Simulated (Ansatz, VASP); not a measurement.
Two plane-wave programs on HRh6

INCAR

```
PREC = Accurate
ENCUT = 520
EDIFF = 1E-6
ISMEAR = 0
SIGMA = 0.1
LREAL = False
LASPH = True
NELM = 60
ALGO = Normal
ISIF = 2
LWAVE = False
LCHARG = False
LDIPOL = True
IDIPOL = 3
DIPOL = 0.5 0.5 0.301
GGA = PE
NBANDS = 104
```

KPOINTS

```
Automatic mesh
0
Gamma
  5 5 1
```

Contents of POSCAR:

```
HRh6
1.0
    5.4163401145      0.0000000000      0.0000000000
    0.0000000000      5.4163401145      0.0000000000
    0.0000000000      0.0000000000     21.6737367085
Rh H
12 2
Direct
    0.2500000000      0.2500000000      0.1845551625
    0.2500000000      0.7500000000      0.1845551625
    0.7500000000      0.2500000000      0.1845551625
    0.7500000000      0.7500000000      0.1845551625
    0.0000000000      0.0000000000      0.2693761947
    0.0000000000      0.5000000000      0.2693761947
    0.5000000000      0.0000000000      0.2693761947
    0.5000000000      0.5000000000      0.2693761947
    0.2500000000      0.2500000000      0.3540569313
    0.2500000000      0.7500000000      0.3540569313
    0.7500000000      0.2500000000      0.3540569313
    0.7500000000      0.7500000000      0.3540569313
    0.4307650568      0.5000000000      0.4924733032
    0.5692349432      0.5000000000      0.4924733032
```

Input for Ansatz:

```yaml
crystal:
  lattice:
    - [5.4163401145, 0.0, 0.0]
    - [0.0, 5.4163401145, 0.0]
    - [0.0, 0.0, 21.6737367085]
  atoms:
    - { symbol: Rh, position: [0.25, 0.25, 0.1845551625] }
    - { symbol: Rh, position: [0.25, 0.75, 0.1845551625] }
    - { symbol: Rh, position: [0.75, 0.25, 0.1845551625] }
    - { symbol: Rh, position: [0.75, 0.75, 0.1845551625] }
    - { symbol: Rh, position: [0.0, 0.0, 0.2693761947] }
    - { symbol: Rh, position: [0.0, 0.5, 0.2693761947] }
    - { symbol: Rh, position: [0.5, 0.0, 0.2693761947] }
    - { symbol: Rh, position: [0.5, 0.5, 0.2693761947] }
    - { symbol: Rh, position: [0.25, 0.25, 0.3540569313] }
    - { symbol: Rh, position: [0.25, 0.75, 0.3540569313] }
    - { symbol: Rh, position: [0.75, 0.25, 0.3540569313] }
    - { symbol: Rh, position: [0.75, 0.75, 0.3540569313] }
    - { symbol: H, position: [0.4307650568, 0.5, 0.4924733032] }
    - { symbol: H, position: [0.5692349432, 0.5, 0.4924733032] }
basis:
  ecutwfc: 420
kpoints:
  mp_grid: { grid: [5, 5, 1] }
hamiltonian:
  xc: pbe
scf:
  occupations: { method: gaussian, width: 0.1 }
output:
  forces: true
  eigenvalues: true
efield:
  axis: 3
  dipole_correction: true
  ramp_width: 0.04
```

Alike in both runs: task single point; functional PBE; k mesh 5 × 5 × 1; occupations gaussian, width 0.1 eV; no spin polarisation.

|  | VASP | Ansatz |
| --- | --- | --- |
| version | VASP 6.6.1 | Ansatz 0.2.0 |
| potentials or method | VASP PAW PBE potentials, release 64 (Rh_pv, H), cutoff 520 eV | scalar-relativistic, plane waves, PAW |
| valence electrons in the cell | 182 | 206 |

|  | VASP | Ansatz | Ansatz less VASP |
| --- | --- | --- | --- |
| gap on the k mesh at the Fermi level (eV) | none | none | - |
| rms of the force components (eV/Å) | 0.023 | 0.025 | +0.0020 |

Atom by atom the forces differ by 0.003 eV/Å (rms over components). A gap of «none» marks a metal or a gap that the smearing closes. VASP's potentials hold 182 valence electrons a cell and Ansatz's 206, so a difference there can come from the potentials and not from the codes.
